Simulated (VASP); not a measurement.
# C (C2/m) in VASP: notebook

The runs below take C through single point, with PBEsol+D3(BJ).

All numbers are computed with VASP 6.6.1; they aren't measurements. Logs are shortened: lines on timing, memory, paths and dates and some standing lists are left out, and cuts for length are marked.

### 1 The cell of the first run

It takes space group C2/m (No. 12, monoclinic). Conventional cell: a = 4.258 Å, b = 2.458 Å, c = 3.577 Å, α = 90.00°, β = 113.38°, γ = 90.00°. Within 1.8 Å of C (site symmetry m) lie 3 C at 1.38 to 1.44 Å.

### 2 Single point, PBEsol+D3(BJ) (atoms displaced along a vibrational mode)

Input file INCAR:

```
SYSTEM = C
  ALGO = Normal
  EDIFF = 1E-6
  ENCUT = 520
  GGA = PS
  ISIF = 2
  ISMEAR = 0
  IVDW = 12
  LASPH = .TRUE.
  LCHARG = .FALSE.
  LREAL = .FALSE.
  LWAVE = .FALSE.
  NBANDS = 11
  NELM = 80
  PREC = Accurate
  SIGMA = 0.05
```

Input file KPOINTS:

```
k-points
0
G
  15 15 15
  0 0 0
```

Input file POSCAR:

```
C
1.0
    1.2290461105      0.7095901028      3.2829684898
   -1.2290461105      0.7095901028      3.2829684898
    0.0000000000     -1.4191802055      3.2829684898
C
2
Direct
    0.1586674368      0.1586674368      0.1727600798
    0.8413325632      0.8413325632      0.8272399202
```

Potentials or basis: VASP PAW PBE potentials, release 64 (C).

Started as:

```
> cat potpaw_PBE.64/C/POTCAR > POTCAR
> mpirun -np 1 vasp_std > vasp.out
```

OUTCAR:

```text
SYSTEM = C
   EDIFF = 1E-6
   ENCUT = 520
   GGA = PS
   ISIF = 2
   ISMEAR = 0
   IVDW = 12
   LASPH = .TRUE.
   LREAL = .FALSE.
   NELM = 80
   PREC = Accurate
 IVDW          = 12

 ion  position               nearest neighbor table
   1  0.159  0.159  0.173-   2 1.38   2 1.44   2 1.44
   2  0.841  0.841  0.827-   1 1.38   1 1.44   1 1.44

  LATTYP: Found a trigonal (rhomboedric) cell.
 ALAT       =     3.5765842029
 COS(alpha) =     0.7638274378

  Lattice vectors:

 A1 = (   1.2290461105,   0.7095901028,   3.2829684898)
 A2 = (  -1.2290461105,   0.7095901028,   3.2829684898)
 A3 = (   0.0000000000,  -1.4191802055,   3.2829684898)

Analysis of symmetry for initial positions (statically):
=====================================================================
 Subroutine PRICEL returns:
 Original cell was already a primitive cell.

 Routine SETGRP: Setting up the symmetry group for a
 trigonal (rhombohedral) supercell.

 Subroutine GETGRP returns: Found  4 space group operations
 (whereof  4 operations were pure point group operations)
 out of a pool of 12 trial point group operations.

The static configuration has the point symmetry C_2h.

Analysis of symmetry for dynamics (positions and initial velocities):
=====================================================================
 Subroutine PRICEL returns:
 Original cell was already a primitive cell.

 Routine SETGRP: Setting up the symmetry group for a
 trigonal (rhombohedral) supercell.

 Subroutine GETGRP returns: Found  4 space group operations
 (whereof  4 operations were pure point group operations)
 out of a pool of 12 trial point group operations.

The dynamic configuration has the point symmetry C_2h.

 Subroutine INISYM returns: Found  4 space group operations
 (whereof  4 operations are pure point group operations),
 and found     1 'primitive' translations

----------------------------------------------------------------------------------------

                                     Primitive cell

  volume of cell :      17.1788

  direct lattice vectors                    reciprocal lattice vectors
     1.229046110  0.709590103  3.282968490     0.406819562  0.234877383  0.101534125
    -1.229046110  0.709590103  3.282968490    -0.406819562  0.234877383  0.101534125
     0.000000000 -1.419180206  3.282968490     0.000000000 -0.469754767  0.101534125

  length of vectors
     3.576584203  3.576584203  3.576584203     0.480602455  0.480602455  0.480602455

  position of ions in fractional coordinates (direct lattice)
     0.158667437  0.158667437  0.172760080
     0.841332563  0.841332563  0.827239920

  ion indices of the primitive-cell ions
   primitive index   ion index
                 1           1
                 2           2

----------------------------------------------------------------------------------------

 KPOINTS: k-points

Automatic generation of k-mesh.
 Grid dimensions read from file:
 generate k-points for:   15   15   15

 Generating k-lattice:

  Cartesian coordinates                     Fractional coordinates (reciprocal lattice)
     0.027121304  0.015658492  0.006768942     0.066666667  0.000000000  0.000000000
    -0.027121304  0.015658492  0.006768942     0.000000000  0.066666667  0.000000000
     0.000000000 -0.031316984  0.006768942     0.000000000  0.000000000  0.066666667

  Length of vectors
     0.032040164  0.032040164  0.032040164

  Shift w.r.t. Gamma in fractional coordinates (k-lattice)
     0.000000000  0.000000000  0.000000000

 Subroutine IBZKPT returns following result:
 ===========================================

 Found    904 irreducible k-points:

 Following reciprocal coordinates:
            Coordinates               Weight
  0.000000  0.000000  0.000000      1.000000
  0.066667  0.000000  0.000000      4.000000
  0.000000  0.000000  0.066667      2.000000
  0.133333 -0.000000  0.000000      4.000000
  0.000000  0.000000  0.133333      2.000000
  0.200000  0.000000 -0.000000      4.000000
[... 16 lines left out ...]
  0.066667 -0.000000  0.200000      4.000000
  0.266667  0.066667 -0.000000      4.000000
 [... further k-points ...]
   k-points           NKPTS =    904   k-points in BZ     NKDIM =    904   number of bands    NBANDS=     11
   number of dos      NEDOS =    301   number of ions     NIONS =      2
   total plane-waves  NPLWV =  21952
   dimension x,y,z NGX =    28 NGY =   28 NGZ =   28
   dimension x,y,z NGXF=    56 NGYF=   56 NGZF=   56
   ions per type =               2
   NGX,Y,Z   is equivalent  to a cutoff of  13.01, 13.01, 13.01 a.u.
   NGXF,Y,Z  is equivalent  to a cutoff of  26.03, 26.03, 26.03 a.u.
 SYSTEM =  C
   PREC   = accura    normal or accurate (medium, high low for compatibility)
   ISTART =      0    job   : 0-new  1-cont  2-samecut
   ICHARG =      2    charge: 1-file 2-atom 10-const
   ISPIN  =      1    spin polarized calculation?
   LNONCOLLINEAR =      F non collinear calculations
   LSORBIT =      F    spin-orbit coupling
   LASPH  =      T    aspherical Exc in radial PAW
   ENCUT  =  520.0 eV  38.22 Ry    6.18 a.u.   6.65  6.65  6.65*2*pi/ulx,y,z
   NELM   =     80;   NELMIN=  2; NELMDL= -5     # of ELM steps
   EDIFF  = 0.1E-05   stopping-criterion for ELM
   LREAL  =      F    real-space projection
   EDIFFG = 0.1E-04   stopping-criterion for IOM
   NSW    =      0    number of steps for IOM
   IBRION =     -1    ionic relax: 0-MD 1-quasi-New 2-CG
   NFREE  =      0    steps in history (QN), initial steepest desc. (CG)
   ISIF   =      2    stress and relaxation
   ISYM   =      2    0-nonsym 1-usesym 2-fastsym
   POTIM  = 0.5000    time-step for ionic-motion
   TEBEG  =    0.0;   TEEND  =   0.0 temperature during run
   PSTRESS=    0.0 pullay stress
   NELECT =       8.0000    total number of electrons
   NUPDOWN=      -1.0000    fix difference up-down
   EMIN   =  10.00;   EMAX   =-10.00  energy-range for DOS
   EFERMI =   0.00;   METHOD = LEGACY
   ISMEAR =     0;   SIGMA  =   0.05  broadening in eV -4-tet -1-fermi 0-gaus
   EFERMI_NEDOS =   21; number of points for ismear=-14 and -15
   IALGO  =     38    algorithm
   IMIX   =      4    mixing-type and parameters
     AMIX     =   0.40;   BMIX     =  1.00
     AMIX_MAG =   1.60;   BMIX_MAG =  1.00
  volume/ion in A,a.u.               =       8.59        57.96
  Fermi-wavevector in a.u.,A,eV,Ry     =   1.268938  2.397944 21.908137  1.610203
  Thomas-Fermi vector in A             =   2.402006
   LORBIT       =      0    0 simple, 1 ext, 2 COOP (PROOUT), +10 PAW based schemes
   GGA     = PS    functional components
   LHFCALC =     F    Hartree Fock is set to
   AEXX    =    0.0000 exact exchange contribution
   IVDW    =    12    specifies the selected vdW correction
   LEPSILON=     F    determine dielectric tensor
   LRPA    =     F    only Hartree local field effects (RPA)
 non-spin polarized calculation
 Gauss-broadening in eV      SIGMA  =   0.05
  energy-cutoff  :      520.00
  volume of cell :       17.18
 maximum number of plane-waves:       476
   NGX = 13   NGY = 13   NGZ = 13

 number of electron       8.0000000 magnetization

 Free energy of the ion-electron system (eV)
  ---------------------------------------------------
  ext. energy  EPLUGINS =         0.00000000
  ---------------------------------------------------
  free energy    TOTEN  =       -19.20248979 eV

  energy without entropy =      -19.20248979  energy(sigma->0) =      -19.20248979

 E-fermi :   4.8059     XC(G=0): -10.7205

 val. band max:        4.6494254445   @ k =  -0.3333   0.3333   0.0000
 cond. band min:       4.9622471777   @ k =  -0.3333   0.3333   0.0000
 fundamental gap:      0.3128217332
 Fermi energy:         4.8058793438

 k-point     1 :       0.0000    0.0000    0.0000
  band No.  band energies     occupation
      1     -14.8607      2.00000
      2      -1.6316      2.00000
      3       1.3375      2.00000
      4       2.5386      2.00000
      5       8.9361      0.00000
      6      12.4648      0.00000
      7      14.0139      0.00000
      8      16.3867      0.00000
      9      17.8264      0.00000
     10      27.3882      0.00000
     11      31.0496      0.00000

 k-point     2 :       0.0667    0.0000    0.0000
  band No.  band energies     occupation
      1     -14.7521      2.00000
      2      -1.5261      2.00000
      3       1.0771      2.00000
      4       2.1397      2.00000
      5       9.0833      0.00000
      6      12.6182      0.00000
      7      14.4020      0.00000
      8      16.0266      0.00000
      9      17.9909      0.00000
     10      27.7379      0.00000
     11      29.8414      0.00000

 k-point     3 :       0.0000    0.0000    0.0667
  band No.  band energies     occupation
      1     -14.7530      2.00000
      2      -1.5232      2.00000
      3       0.9545      2.00000
      4       2.2729      2.00000
      5       9.0873      0.00000
      6      12.9594      0.00000
      7      13.9793      0.00000
      8      15.9971      0.00000
      9      18.0406      0.00000
     10      27.7554      0.00000
     11      30.2099      0.00000

 k-point     4 :       0.1333   -0.0000    0.0000
  band No.  band energies     occupation
      1     -14.4268      2.00000
      2      -1.2124      2.00000
      3       0.2716      2.00000
      4       1.2271      2.00000
      5       9.5197      0.00000
      6      12.8597      0.00000
      7      15.0230      0.00000
      8      15.5377      0.00000
      9      18.5321      0.00000
     10      27.5934      0.00000
     11      28.6679      0.00000
[... 239 lines left out ...]
 k-point    22 :      -0.2000   -0.0000   -0.0667
  band No.  band energies     occupation
      1     -14.0874      2.00000
      2      -1.0238      2.00000
      3      -0.2903      2.00000
      4       0.3164      2.00000
      5      10.1552      0.00000
      6      12.9579      0.00000
      7      14.2615      0.00000
      8      16.4625      0.00000
      9      19.1746      0.00000
     10      25.6009      0.00000
     11      29.0860      0.00000

 k-point    23 :       0.0667   -0.0000    0.2000
  band No.  band energies     occupation
      1     -14.0939      2.00000
      2      -1.0316      2.00000
      3      -0.8279      2.00000
      4       0.9338      2.00000
      5      10.1901      0.00000
      6      13.8130      0.00000
      7      14.3440      0.00000
      8      14.9919      0.00000
      9      19.3393      0.00000
     10      25.9556      0.00000
     11      29.3202      0.00000

 k-point    24 :       0.2667    0.0667   -0.0000
  band No.  band energies     occupation
      1     -13.4450      2.00000
      2      -2.1078      2.00000
      3      -0.3888      2.00000
      4      -0.2453      2.00000
      5      10.8445      0.00000
      6      12.8373      0.00000
      7      13.5393      0.00000
      8      17.3935      0.00000
      9      20.4326      0.00000
     10      24.1245      0.00000
     11      28.1189      0.00000

 [... further k-points ...]

------------------------ aborting loop because EDIFF is reached ----------------------------------------

 Edisp (eV)   -0.22526

 E8    (eV) :    -0.1095

  FORCE on cell =-STRESS in cart. coord.  units (eV):
  Direction    XX          YY          ZZ          XY          YZ          ZX
  --------------------------------------------------------------------------------------
  -------------------------------------------------------------------------------------
  Total      -0.29480     0.78908    -0.09350     0.00000    -0.14883     0.00000
  in kB     -27.49481    73.59370    -8.72036     0.00000   -13.88090     0.00000
  external pressure =       12.46 kB  Pullay stress =        0.00 kB

 VOLUME and BASIS-vectors are now :
 -----------------------------------------------------------------------------
  energy-cutoff  :      520.00
  volume of cell :       17.18
      direct lattice vectors                 reciprocal lattice vectors
     1.229046110  0.709590103  3.282968490     0.406819562  0.234877383  0.101534125
    -1.229046110  0.709590103  3.282968490    -0.406819562  0.234877383  0.101534125
     0.000000000 -1.419180206  3.282968490     0.000000000 -0.469754767  0.101534125

 POSITION                                       TOTAL-FORCE (eV/Angst)
 -----------------------------------------------------------------------------------
      0.00000     -0.02000      1.60897         0.000000      2.315922      1.033320
      0.00000      0.02000      8.23994         0.000000     -2.315922     -1.033320
 -----------------------------------------------------------------------------------
    total drift:                                0.000000     -0.000000      0.000000

  FREE ENERGIE OF THE ION-ELECTRON SYSTEM (eV)
  ---------------------------------------------------
  free  energy   TOTEN  =       -19.4277482598 eV

  energy  without entropy=      -19.4277482579  energy(sigma->0) =      -19.42774826
```

Wall time 5.2 min (1 thread of AMD EPYC 7R13, shared host); peak memory 0.24 GiB.

What came out:

- Free energy: -19.4277 eV
- Pressure: 1.2 GPa
- Largest force: 2.536 eV/Å
- Dispersion energy per atom: -0.113 eV

Forces on the atoms (eV/Å):
```
C    0.000  2.316  1.033
C    0.000 -2.316 -1.033
```

Caveat: the cell differs from its parent crystal (atoms displaced along a vibrational mode); the PAW data sets were made with another functional, which shifts forces and pressure a little.

### 3 Single point, PBEsol+D3(BJ) (atoms displaced along a vibrational mode)

Input file INCAR:

```
SYSTEM = C
PREC = Accurate
ENCUT = 520
EDIFF = 1E-7
ISMEAR = 0
SIGMA = 0.05
LREAL = .False.
LASPH = .True.
NELM = 80
ALGO = Normal
ISIF = 2
LWAVE = .False.
LCHARG = .False.
GGA = PS
IVDW = 12
NBANDS = 11
```

Input file KPOINTS:

```
Automatic mesh
0
Gamma
  15 15 15
  0 0 0
```

Input file POSCAR:

```
C
1.0
    1.2290461105      0.7095901028      3.2829684898
   -1.2290461105      0.7095901028      3.2829684898
    0.0000000000     -1.4191802055      3.2829684898
C
2
Direct
    0.1522403266      0.1522403266      0.1663329697
    0.8477596734      0.8477596734      0.8336670303
```

Potentials or basis: VASP PAW PBE potentials, release 64 (C).

Started as:

```
> cat potpaw_PBE.64/C/POTCAR > POTCAR
> mpirun -np 1 vasp_std > vasp.out
```

Run time: 6.5 min. Hardware: 1 thread of AMD EPYC 7R13, shared host; peak memory 0.25 GiB.

The run converged. Its results:

| Quantity | Value |
| --- | --- |
| Free energy | -19.1670 eV |
| Pressure | -1.0 GPa |
| Largest force | 3.769 eV/Å |
| Dispersion energy per atom | -0.113 eV |

Forces on the atoms (eV/Å):
```
C    0.000  2.168  3.083
C    0.000 -2.168 -3.083
```

Stress tensor (GPa, compression positive):
```
-2.33  0.00  0.00
 0.00  6.21 -3.83
 0.00 -3.83 -6.80
```

Caveat: the cell differs from its parent crystal (atoms displaced along a vibrational mode); the PAW data sets were made with another functional, which shifts forces and pressure a little.
